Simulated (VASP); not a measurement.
# Pb (Fmmm) in VASP: further runs

Runs on Pb. Level: PBE. Tasks: single point.

Program: VASP 6.6.1. These are calculated values, not measurements. Logs are shortened: lines on timing, memory, paths and dates and some standing lists are left out, and cuts for length are marked.

## 1. The cell of the first run

The structure is orthorhombic, space group Fmmm (No. 69). The conventional cell has a = 4.717 Å, b = 4.940 Å, c = 5.162 Å, α = 90.00°, β = 90.00°, γ = 90.00°. Pb (site symmetry mmm) has 12 Pb at 3.42 to 3.57 Å within 4.5 Å.

## 2. Single point, PBE (strain +0.0450 x Voigt [1, -1, 0, 0, 0, 0])

File INCAR:

```
PREC = Accurate
ENCUT = 520
EDIFF = 1E-6
ISMEAR = 0
SIGMA = 0.15
LREAL = F
LASPH = T
NELM = 80
ALGO = Fast
ISIF = 2
LWAVE = F
LCHARG = T
GGA = PE
LELF = T
LVHAR = T
NBANDS = 13
```

File KPOINTS:

```
regular mesh
0
Gamma
  16 16 16
```

File POSCAR:

```
Pb
1.0
    0.0000000000      2.3586590000      2.4698000000
    2.5809410000      0.0000000000      2.4698000000
    2.5809410000      2.3586590000      0.0000000000
Pb
1
Direct
    0.0000000000      0.0000000000      0.0000000000
```

Potentials or basis: VASP PAW PBE potentials, release 64 (Pb_d).

The run is started by

```console
$ cat potpaw_PBE.64/Pb_d/POTCAR > POTCAR
$ mpirun -np 1 vasp_std > vasp.out
```

OUTCAR:

```text
PREC = Accurate
   ENCUT = 520
   EDIFF = 1E-6
   ISMEAR = 0
   LREAL = F
   LASPH = T
   NELM = 80
   ISIF = 2
   GGA = PE

 ion  position               nearest neighbor table
   1  0.000  0.000  0.000-

  LATTYP: Found a face centered orthorhombic cell.
 ALAT       =     4.7173180000
 B/A-ratio  =     1.0471204188
 C/A-ratio  =     1.0942408377

  Lattice vectors:

 A1 = (  -2.5809410000,   0.0000000000,  -2.4698000000)
 A2 = (  -2.5809410000,   2.3586590000,   0.0000000000)
 A3 = (   0.0000000000,   2.3586590000,  -2.4698000000)

Analysis of symmetry for initial positions (statically):
=====================================================================
 Subroutine PRICEL returns:
 Original cell was already a primitive cell.

 Routine SETGRP: Setting up the symmetry group for a
 face centered orthorhombic supercell.

 Subroutine GETGRP returns: Found  8 space group operations
 (whereof  8 operations were pure point group operations)
 out of a pool of  8 trial point group operations.

The static configuration has the point symmetry D_2h.

Analysis of symmetry for dynamics (positions and initial velocities):
=====================================================================
 Subroutine PRICEL returns:
 Original cell was already a primitive cell.

 Routine SETGRP: Setting up the symmetry group for a
 face centered orthorhombic supercell.

 Subroutine GETGRP returns: Found  8 space group operations
 (whereof  8 operations were pure point group operations)
 out of a pool of  8 trial point group operations.

The dynamic configuration has the point symmetry D_2h.

 Subroutine INISYM returns: Found  8 space group operations
 (whereof  8 operations are pure point group operations),
 and found     1 'primitive' translations

----------------------------------------------------------------------------------------

                                     Primitive cell

  volume of cell :      30.0701

  direct lattice vectors                    reciprocal lattice vectors
     0.000000000  2.358659000  2.469800000    -0.193727792  0.211984861  0.202445542
     2.580941000  0.000000000  2.469800000     0.193727792 -0.211984861  0.202445542
     2.580941000  2.358659000  0.000000000     0.193727792  0.211984861 -0.202445542

  length of vectors
     3.415140454  3.572277773  3.496359353     0.351357704  0.351357704  0.351357704

  position of ions in fractional coordinates (direct lattice)
     0.000000000  0.000000000  0.000000000
[... 79 lines left out ...]
   NSW    =      0    number of steps for IOM
   IBRION =     -1    ionic relax: 0-MD 1-quasi-New 2-CG
   NFREE  =      0    steps in history (QN), initial steepest desc. (CG)
   ISIF   =      2    stress and relaxation
   ISYM   =      2    0-nonsym 1-usesym 2-fastsym
   POTIM  = 0.5000    time-step for ionic-motion
   TEBEG  =    0.0;   TEEND  =   0.0 temperature during run
   PSTRESS=    0.0 pullay stress
   NELECT =      14.0000    total number of electrons
   NUPDOWN=      -1.0000    fix difference up-down
   EMIN   =  10.00;   EMAX   =-10.00  energy-range for DOS
   EFERMI =   0.00;   METHOD = LEGACY
   ISMEAR =     0;   SIGMA  =   0.15  broadening in eV -4-tet -1-fermi 0-gaus
   EFERMI_NEDOS =   21; number of points for ismear=-14 and -15
   IALGO  =     68    algorithm
   IMIX   =      4    mixing-type and parameters
     AMIX     =   0.40;   BMIX     =  1.00
     AMIX_MAG =   1.60;   BMIX_MAG =  1.00
  volume/ion in A,a.u.               =      30.07       202.92
  Fermi-wavevector in a.u.,A,eV,Ry     =   1.268837  2.397754 21.904664  1.609947
  Thomas-Fermi vector in A             =   2.401910
   LORBIT       =      0    0 simple, 1 ext, 2 COOP (PROOUT), +10 PAW based schemes
   GGA     = PE    functional components
   LHFCALC =     F    Hartree Fock is set to
   AEXX    =    0.0000 exact exchange contribution
   IVDW    =     0    specifies the selected vdW correction
   LEPSILON=     F    determine dielectric tensor
   LRPA    =     F    only Hartree local field effects (RPA)
 non-spin polarized calculation
 RMM-DIIS sequential band-by-band and
 Gauss-broadening in eV      SIGMA  =   0.15
  energy-cutoff  :      520.00
  volume of cell :       30.07
 maximum number of plane-waves:       833
 NGX is ok and might be reduce to    28
   NGX = 13   NGY = 13   NGZ = 13

 number of electron      13.9999998 magnetization

 Free energy of the ion-electron system (eV)
  ---------------------------------------------------
  ext. energy  EPLUGINS =         0.00000000
  ---------------------------------------------------
  free energy    TOTEN  =        -3.54531378 eV

  energy without entropy =       -3.53933980  energy(sigma->0) =       -3.54232679

 E-fermi :   7.4133     XC(G=0): -10.2249

 val. band max:        7.3953669732   @ k =  -0.4375   0.0625   0.3750
 cond. band min:       7.4194003681   @ k =  -0.1875   0.3750   0.3125
 fundamental gap:      0.0240333949
 Fermi energy:         7.4132936475

 k-point     1 :       0.0000    0.0000    0.0000
  band No.  band energies     occupation
      1      -9.7641      2.00000
      2      -9.7000      2.00000
      3      -9.6521      2.00000
      4      -9.6099      2.00000
      5      -9.5209      2.00000
      6      -4.4378      2.00000
      7      14.7842      0.00000
      8      14.8981      0.00000
      9      14.9261      0.00000
     10      17.2078      0.00000
     11      18.8510      0.00000
     12      19.9289      0.00000
     13      20.0192      0.00000
[... 354 lines left out ...]
  band No.  band energies     occupation
      1      -9.7557      2.00000
      2      -9.6823      2.00000
      3      -9.6504      2.00000
      4      -9.6063      2.00000
      5      -9.5247      2.00000
      6      -4.2347      2.00000
      7      13.0374      0.00000
      8      13.9149      0.00000
      9      14.8862      0.00000
     10      16.9877      0.00000
     11      19.3911      0.00000
     12      19.4734      0.00000
     13      20.0730      0.00000

 [... further k-points ...]
[... 5 lines left out ...]
  --------------------------------------------------------------------------------------
  -------------------------------------------------------------------------------------
  Total        0.4052087      0.6652706      0.5194374      0.0000000      0.0000000      0.0000000
  in kB       21.5900846     35.4465437     27.6763487      0.0000000      0.0000000      0.0000000
  external PRESSURE =      28.2376590 kB  Pullay stress =       0.0000000 kB

 VOLUME and BASIS-vectors are now :
 -----------------------------------------------------------------------------
  energy-cutoff  :      520.00
  volume of cell :       30.07
      direct lattice vectors                 reciprocal lattice vectors
     0.000000000  2.358659000  2.469800000    -0.193727792  0.211984861  0.202445542
     2.580941000  0.000000000  2.469800000     0.193727792 -0.211984861  0.202445542
     2.580941000  2.358659000  0.000000000     0.193727792  0.211984861 -0.202445542

 POSITION                                       TOTAL-FORCE (eV/Angst)
 -----------------------------------------------------------------------------------
      0.00000      0.00000      0.00000         0.000000     -0.000000      0.000000
 -----------------------------------------------------------------------------------
    total drift:                               -0.000000     -0.000000     -0.000000

  FREE ENERGIE OF THE ION-ELECTRON SYSTEM (eV)
  ---------------------------------------------------
  free  energy   TOTEN  =        -3.5453137836 eV

  energy  without entropy=       -3.5393397981  energy(sigma->0) =       -3.54232679
```

OSZICAR:

```text
N       E                     dE             d eps       ncg     rms          rms(c)
DAV:   1     0.107437840995E+03    0.10744E+03   -0.71057E+03 16364   0.126E+03
DAV:   2     0.158990221316E+01   -0.10585E+03   -0.10257E+03 17006   0.311E+02
DAV:   3    -0.343662722593E+01   -0.50265E+01   -0.50086E+01 19991   0.734E+01
DAV:   4    -0.355210916775E+01   -0.11548E+00   -0.11545E+00 19964   0.118E+01
DAV:   5    -0.355721827843E+01   -0.51091E-02   -0.51089E-02 22368   0.232E+00    0.539E-01
RMM:   6    -0.354754808305E+01    0.96702E-02   -0.10751E-02 19457   0.150E+00    0.273E-01
RMM:   7    -0.354522157159E+01    0.23265E-02   -0.69983E-03 19429   0.966E-01    0.884E-02
RMM:   8    -0.354526105888E+01   -0.39487E-04   -0.15921E-03 22169   0.586E-01    0.139E-02
RMM:   9    -0.354530576204E+01   -0.44703E-04   -0.47330E-04 25388   0.223E-01    0.145E-02
RMM:  10    -0.354530987668E+01   -0.41146E-05   -0.12129E-04 21102   0.186E-01    0.607E-03
RMM:  11    -0.354531300514E+01   -0.31285E-05   -0.60220E-05 25594   0.803E-02    0.236E-03
RMM:  12    -0.354531378363E+01   -0.77849E-06   -0.84507E-06 17390   0.302E-02
   1 F= -.35453138E+01 E0= -.35423268E+01  d E =-.597399E-02
```

stdout:

```text
POSCAR found type information on POSCAR Pb
 POSCAR found :  1 types and       1 ions
 scaLAPACK will be used
 LDA part: xc-table for (Slater+PW92), standard interpolation
 POSCAR, INCAR and KPOINTS ok, starting setup
 FFT: planning ... GRIDC
 FFT: planning ... GRID_SOFT
 FFT: planning ... GRID
 WAVECAR not read
 entering main loop
WARNING in EDDRMM: call to ZHEGV failed, returncode =   8  4     12
WARNING in EDDRMM: call to ZHEGV failed, returncode =   8  4     12
```

Wall time 3.1 min (1 thread of Intel Xeon 6975P-C, shared host); peak memory 0.34 GiB.

What came out:

| Quantity | Value |
| --- | --- |
| Free energy | -3.5453 eV |
| Pressure | 2.8 GPa |
| Band gap on the k mesh | zero (band 7 reaches 14.78 eV, above the bottom of band 8 at 5.48 eV) |

Levels at points of the mesh, in eV from the Fermi level:
```tsv
k point	band 4	band 5	band 6	band 7	band 8	band 9	band 10	band 11
(0.00, 0.00, 0.00)	-17.02	-16.93	-11.85	7.37	7.48	7.51	9.79	11.44
(0.50, 0.00, 0.00)	-16.86	-16.82	-8.16	-4.28	4.90	6.15	9.09	9.46
(0.50, 0.50, 0.00)	-16.85	-16.76	-6.73	-3.35	1.79	2.37	5.41	6.70
(0.50, 0.00, 0.50)	-16.82	-16.77	-6.24	-2.93	1.34	1.64	4.91	6.18
(0.00, 0.50, 0.50)	-16.83	-16.79	-7.26	-3.68	2.46	2.73	5.92	7.15
```

Caveat: the cell differs from its parent crystal (strain +0.0450 x Voigt [1, -1, 0, 0, 0, 0]); spin-orbit coupling is left out, which moves the levels of the heavy elements.

## 3. Single point, PBE (strain +0.0525 x Voigt [1, -1, 0, 0, 0, 0])

File INCAR:

```
SYSTEM = Pb
PREC = Accurate
ENCUT = 520
EDIFF = 1E-6
ISMEAR = 0
SIGMA = 0.15
LREAL = .FALSE.
LASPH = .TRUE.
NELM = 80
ALGO = Fast
ISIF = 2
LWAVE = .FALSE.
LCHARG = .FALSE.
GGA = PE
NBANDS = 13
```

File KPOINTS:

```
regular mesh
0
G
  16 16 16
  0 0 0
```

File POSCAR:

```
Pb
1.0
    0.0000000000      2.3401355000      2.4698000000
    2.5994645000      0.0000000000      2.4698000000
    2.5994645000      2.3401355000      0.0000000000
Pb
1
Direct
    0.0000000000      0.0000000000      0.0000000000
```

Potentials or basis: VASP PAW PBE potentials, release 64 (Pb_d).

The run is started by

```console
$ cat potpaw_PBE.64/Pb_d/POTCAR > POTCAR
$ mpirun -np 1 vasp_std > vasp.out
```

Wall time 3.2 min (1 thread of Intel Xeon 6975P-C, shared host); peak memory 0.34 GiB.

Results (log left out):

* Free energy: -3.5429 eV
* Pressure: 2.9 GPa
* Band gap on the k mesh: zero (band 7 reaches 14.79 eV, above the bottom of band 8 at 5.46 eV)

Stress tensor (GPa, compression positive):
```
2.15 0.00 0.00
0.00 3.65 0.00
0.00 0.00 2.88
```

Levels at points of the mesh, in eV from the Fermi level:
```tsv
k point	band 5	band 6	band 7	band 8	band 9	band 10
(0.00, 0.00, 0.00)	-16.93	-11.86	7.37	7.50	7.52	9.82
(0.50, 0.00, 0.00)	-16.82	-8.16	-4.28	4.78	6.22	8.98
(0.50, 0.50, 0.00)	-16.76	-6.72	-3.36	1.76	2.43	5.42
(0.50, 0.00, 0.50)	-16.77	-6.16	-2.86	1.22	1.58	4.84
(0.00, 0.50, 0.50)	-16.80	-7.35	-3.73	2.54	2.85	6.02
```

Caveat: the cell differs from its parent crystal (strain +0.0525 x Voigt [1, -1, 0, 0, 0, 0]); spin-orbit coupling is left out, which moves the levels of the heavy elements.
